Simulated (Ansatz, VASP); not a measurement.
NaP2: VASP beside Ansatz

INCAR

```
ALGO = Normal
EDIFF = 1E-6
EDIFFG = -0.04
ENCUT = 600
GGA = PE
IBRION = 2
ISIF = 3
ISMEAR = 0
LASPH = T
LCHARG = F
LREAL = F
LWAVE = F
NELM = 60
NSW = 90
PREC = Accurate
SIGMA = 0.1
```

File KPOINTS:

```
k-points
0
Gamma
  6 6 4
```

The input POSCAR:

```
NaP2
1.0
    4.4131312233     -1.6641794636      0.0000000000
    4.4131312233      1.6641794636      0.0000000000
   -0.4513815001      0.0000000000      4.2583707829
Na P
1 2
Direct
    0.0000000000      0.0000000000      0.5000000000
    0.7020682811      0.7020682811      0.1201082772
    0.2979317189      0.2979317189      0.8798917228
```

Input for Ansatz:

```yaml
crystal:
  lattice:
    - [4.4131312233, -1.6641794636, 0.0]
    - [4.4131312233, 1.6641794636, 0.0]
    - [-0.4513815001, 0.0, 4.2583707829]
  atoms:
    - { symbol: Na, position: [0.0, 0.0, 0.5] }
    - { symbol: P, position: [0.7020682811, 0.7020682811, 0.1201082772] }
    - { symbol: P, position: [0.2979317189, 0.2979317189, 0.8798917228] }
basis:
  ecutwfc: 420
kpoints:
  mp_grid: { grid: [6, 6, 4] }
hamiltonian:
  xc: pbe
scf:
  occupations: { method: gaussian, width: 0.1 }
  lower_state_search: "off"
output:
  forces: true
  stress: true
  eigenvalues: true
relax:
  adjacent_minimum: "off"
  f_tol: 0.04
  max_steps: 70
  cell: { stress_tol: 0.4 }
```

Change from the starting cell: the structure that the rattled cell fell into.

Alike in both runs: task relaxation of cell and atoms; functional PBE; k mesh 6 × 6 × 4; occupations gaussian, width 0.1 eV; no spin polarisation.

```csv
,VASP,Ansatz
version,VASP 6.6.1,Ansatz 0.2.0
potentials or method,"VASP PAW PBE potentials, release 64 (Na_pv, P), cutoff 600 eV","scalar-relativistic, plane waves, PAW"
valence electrons in the cell,17,19
```

```tsv
	VASP	Ansatz	Ansatz less VASP
gap on the k mesh at the Fermi level, each at its own relaxed structure (eV)	none	none	-
relaxed volume (Å³/atom)	20.75	21.00	+0.251
relaxed length of the cell vector where the two differ most in proportion (Å)	5.026	5.046	+0.0201
```

A gap of «none» marks a metal or a gap that the smearing closes. VASP's potentials hold 17 valence electrons a cell and Ansatz's 19, so a difference there can come from the potentials and not from the codes.

The k mesh is coarse, so the values compare programs but aren't converged.
